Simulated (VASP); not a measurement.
Here is a VASP 6.6.1 calculation.

The input INCAR:

```
  ALGO = Normal
  EDIFF = 1E-6
  ENCUT = 520
  GGA = PE
  ISIF = 2
  ISMEAR = -1
  IVDW = 12
  LASPH = True
  LCHARG = False
  LREAL = Auto
  LWAVE = False
  NBANDS = 78
  NELM = 80
  PREC = Accurate
  SIGMA = 0.05
```

KPOINTS

```
k-points
0
Gamma
  2 2 2
```

File POSCAR:

```
Si8O15
1.0
   -4.1564000000     -4.1564000000      0.0000000000
    4.1564000000     -4.1564000000      0.0000000000
    0.0000000000      0.0000000000      5.3204000000
Si O
8 15
Direct
    0.5002872678      0.4996169762      0.0007260732
    0.0002871475      0.5019648013      0.2490527028
    0.5002872678      0.4996160139      0.4973791444
    0.0002878693      0.4717032769      0.7490530787
    0.0002867866      0.0073368781      0.0254104955
    0.5002878693     -0.0013433500      0.2490525148
    0.0002871475      0.0073338707      0.4726932186
    0.5002875084     -0.0007520932      0.7490525148
    0.1973898085      0.5043246560      0.0045699571
    0.0002885911      0.2018887739      0.2490534546
    0.8031864113      0.5043234530      0.0045693933
    0.0002872678      0.8033969300      0.2490515751
    0.1973896882      0.5043242951      0.4935352605
    0.0002908767     -0.0377172553      0.7490519510
    0.8031865316      0.5043230921      0.4935360123
    0.6948154653     -0.0002206236      0.0057375385
    0.5002895535      0.6947977817      0.2490527028
    0.3057612357     -0.0002215860      0.0057384783
    0.5002883505      0.3041936532      0.2490523269
    0.6948154653     -0.0002208642      0.4923673032
    0.5002885911      0.6950188865      0.7490525148
    0.3057612357     -0.0002218266      0.4923663634
    0.5002875084      0.3036266962      0.7490525148
```

Potentials or basis: VASP PAW PBE potentials, release 64 (Si, O).

Launch:

```console
$ cat potpaw_PBE.64/Si/POTCAR potpaw_PBE.64/O/POTCAR > POTCAR
$ mpirun -np 1 vasp_std > vasp.out
```

Question: Estimate the dispersion energy per atom.

Answer: -0.242 eV.

Question: Estimate the largest force.

Answer: 5.805 eV/Å.

Question: Predict the pressure.

Answer: 22.8 GPa.

Stress tensor (GPa, compression positive):
```
15.16 -1.40  0.00
-1.40 15.16  0.00
 0.00  0.00 37.96
```

Caveat: the k points lie up to 0.59 Å⁻¹ apart.
